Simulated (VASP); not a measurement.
A run of VASP 6.6.1:

INCAR

```
SYSTEM = Cs
PREC     = Accurate       ! precision mode
ENCUT    = 520            ! plane-wave cutoff, eV
EDIFF    = 1E-6           ! SCF threshold, eV
ISMEAR   = 0              ! smearing method
SIGMA    = 0.1            ! smearing width, eV
LREAL    = .FALSE.        ! projectors in reciprocal space
LASPH    = .TRUE.         ! aspherical terms in the spheres
NELM     = 80             ! most SCF steps
ALGO     = Normal         ! electronic algorithm
ISIF     = 2              ! what is computed and relaxed
LWAVE    = .FALSE.        ! write WAVECAR
LCHARG   = .FALSE.        ! write CHGCAR
GGA      = PE             ! functional
NBANDS   = 10             ! bands
```

File KPOINTS:

```
regular mesh
0
G
  12 12 12
  0 0 0
```

File POSCAR:

```
Cs
1.0
    4.9361443936      0.0000000000      0.0000000000
    0.0000000000      4.9361443936      0.0000000000
    0.0000000000      0.0000000000      4.9361443936
Cs
1
Direct
    0.5000000000      0.5000000000      0.5000000000
```

Potentials or basis: VASP PAW PBE potentials, release 64 (Cs_sv).

The run is started by

```sh
$ cat potpaw_PBE.64/Cs_sv/POTCAR > POTCAR
$ mpirun -np 1 vasp_std > vasp.out
```

Hardware: 1 thread of Intel(R) Xeon(R) 6975P-C (Granite Rapids) (shared host).

Problem. Estimate the wall time of this run.

Solution. Run time: 65 s on 1 thread of Intel(R) Xeon(R) 6975P-C (Granite Rapids) (shared host), peak memory 0.28 GiB. Counts: scf iterations 10, k points 84.
